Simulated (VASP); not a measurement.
Input of a VASP 6.6.1 run:

POSCAR

```
KF
1.0
    0.0000000000      2.6735000000      2.6735000000
    2.6735000000      0.0000000000      2.6735000000
    2.6735000000      2.6735000000      0.0000000000
K F
1 1
Direct
    0.0000000000      0.0000000000      0.0000000000
    0.4181784178      0.5818215822      0.5818215822
```

Contents of INCAR.step1:

```
ALGO     = Normal         # electronic algorithm
EDIFF    = 1E-4           # SCF threshold, eV
ENCUT    = 520            # plane-wave cutoff, eV
GGA      = PE             # functional
ISMEAR   = 0              # smearing method
LASPH    = T              # aspherical terms in the spheres
LCHARG   = F              # write CHGCAR
LREAL    = F              # projectors in reciprocal space
LWAVE    = T              # write WAVECAR
NBANDS   = 15             # bands
NELM     = 80             # most SCF steps
PREC     = Accurate       # precision mode
SIGMA    = 0.05           # smearing width, eV
```

The input INCAR.step2:

```
ALGO     = Normal         # electronic algorithm
EDIFF    = 1E-7           # SCF threshold, eV
ENCUT    = 520            # plane-wave cutoff, eV
ISIF     = 2              # what is computed and relaxed
ISMEAR   = 0              # smearing method
ISTART   = 1            
LASPH    = T              # aspherical terms in the spheres
LCHARG   = T              # write CHGCAR
LELF     = T              # ELF
LMIXTAU  = T            
LREAL    = F              # projectors in reciprocal space
LVHAR    = T            
LWAVE    = F              # write WAVECAR
METAGGA  = R2SCAN         # meta-GGA
NBANDS   = 15             # bands
NELM     = 80             # most SCF steps
PREC     = Accurate       # precision mode
SIGMA    = 0.05           # smearing width, eV
```

Contents of KPOINTS:

```
k-points
0
Gamma
  8 8 8
```

Potentials or basis: VASP PAW PBE potentials, release 64 (K_sv, F).

Launch:

```bash
$ cat potpaw_PBE.64/K_sv/POTCAR potpaw_PBE.64/F/POTCAR > POTCAR
$ cp INCAR.step1 INCAR
$ mpirun -np 1 vasp_std > vasp.out
$ cp INCAR.step2 INCAR
$ mpirun -np 1 vasp_std > vasp.out
```

**Question.** Estimate the pressure.

**Answer.** 3.2 GPa.

**Question.** Predict the band gap on the k mesh.

**Answer.** 6.75 eV (least direct gap 6.80 eV).

Stress tensor (GPa, compression positive):
```
11.50  0.00  0.00
 0.00 -1.02  0.00
 0.00  0.00 -1.02
```

Caveat: the cell differs from its parent crystal (all F atoms moved +0.438 Å, as atom 2 along Cartesian [1 0 0]); the cell stands under pressure; the PAW data sets were made with another functional, which shifts forces and pressure a little. A k mesh can miss the band edges.
